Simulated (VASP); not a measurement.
Set up this calculation in VASP 6.6.1, as the native input.

```yaml
Task: single point
Functional: PBEsol
Potentials_or_basis: VASP PAW PBE potentials, release 64 (Zr_sv)
Cutoff: 520 eV
k_mesh: 12 × 12 × 7
Occupations: fermi-dirac, width 0.05 eV
Spin: no spin polarisation
Dipole_correction: no
Further_INCAR_settings: ALGO = Normal; EDIFF = 1e-06; NBANDS = 19
```

The structure of Zr lies in POSCAR:

```
Zr
1.0
    3.1996800000      0.0000000000      0.0000000000
   -1.5998400000      2.7710041590      0.0000000000
    0.0000000000      0.0000000000      5.1470000000
Zr
2
Direct
    0.3333333333      0.6666666667      0.2500000000
    0.6666666667      0.3333333333      0.7500000000
```

These files were run (other wordings do the same):

INCAR

```
SYSTEM = Zr
PREC = Accurate ; ENCUT = 520
EDIFF = 1E-6 ; ISMEAR = -1
SIGMA = 0.05 ; LREAL = .FALSE.
LASPH = .TRUE. ; NELM = 80
ALGO = Normal ; ISIF = 2
LWAVE = .FALSE. ; LCHARG = .FALSE.
GGA = PS ; NBANDS = 19
```

KPOINTS

```
Automatic mesh
0
G
  12 12 7
  0 0 0
```

Potentials or basis: VASP PAW PBE potentials, release 64 (Zr_sv).

Launch:

```console
$ cat potpaw_PBE.64/Zr_sv/POTCAR > POTCAR
$ mpirun -np 1 vasp_std > vasp.out
```

Results of the run:

| Quantity | Value |
| --- | --- |
| Pressure | -1.4 GPa |
| Band gap on the k mesh | zero (band 12 reaches 9.97 eV, above the bottom of band 13 at 8.86 eV) |

Caveat: the PAW data sets were made with another functional, which shifts forces and pressure a little.

Wall time 110 s on 1 thread of AMD EPYC 7R13, with other jobs on the host, peak memory 0.16 GiB.
